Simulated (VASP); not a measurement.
Write the native input for VASP 6.6.1 that does the following.

```
Task                   : single point
Functional             : PBEsol
Potentials or basis    : VASP PAW PBE potentials, release 64 (Co, O)
Cutoff                 : 520 eV
k mesh                 : 14 × 14 × 14
Occupations            : gaussian, width 0.05 eV
Spin                   : collinear spin, ferromagnetic start
Starting moments       : [2.5, 0.33] μB
Dipole correction      : no
Further INCAR settings : ALGO = Normal; EDIFF = 1e-07; NBANDS = 18
```

The structure of CoO lies in POSCAR:

```
CoO
1.0
   -1.5080000000      1.5080000000      2.1072475377
    1.5080000000     -1.5080000000      2.1072475377
    1.5080000000      1.5080000000     -2.1072475377
Co O
1 1
Direct
    0.0000000000      0.0000000000      0.0000000000
    0.5000000000      0.5000000000      0.0000000000
```

These files were run (other wordings do the same):

INCAR

```
ALGO = Normal
EDIFF = 1E-7
ENCUT = 520
GGA = PS
ISIF = 2
ISMEAR = 0
ISPIN = 2
LASPH = True
LCHARG = True
LELF = True
LMAXMIX = 4
LORBIT = 11
LREAL = False
LVHAR = True
LWAVE = False
MAGMOM = 2.5 0.33
NBANDS = 18
NELM = 150
PREC = Accurate
SIGMA = 0.05
```

KPOINTS

```
k-points
0
Gamma
  14 14 14
```

Potentials or basis: VASP PAW PBE potentials, release 64 (Co, O).

The run is started by

```sh
$ cat potpaw_PBE.64/Co/POTCAR potpaw_PBE.64/O/POTCAR > POTCAR
$ mpirun -np 1 vasp_std > vasp.out
```

Results of the run:

```yaml
Pressure: -9.5 GPa
Net_moment: 2.95 μB per cell
Site_moments: Co +2.57; O +0.32 μB
Valence_electrons_inside_the_program's_atomic_spheres: Co 7.81; O 4.96
```

Caveat: the cell stands under tension; the PAW data sets were made with another functional, which shifts forces and pressure a little; a cell with one magnetic atom can't hold antiferromagnetic order, which such compounds often take.

It took 5.3 min on 1 thread of Intel Xeon 8259CL, with other jobs on the host, peak memory 0.25 GiB.
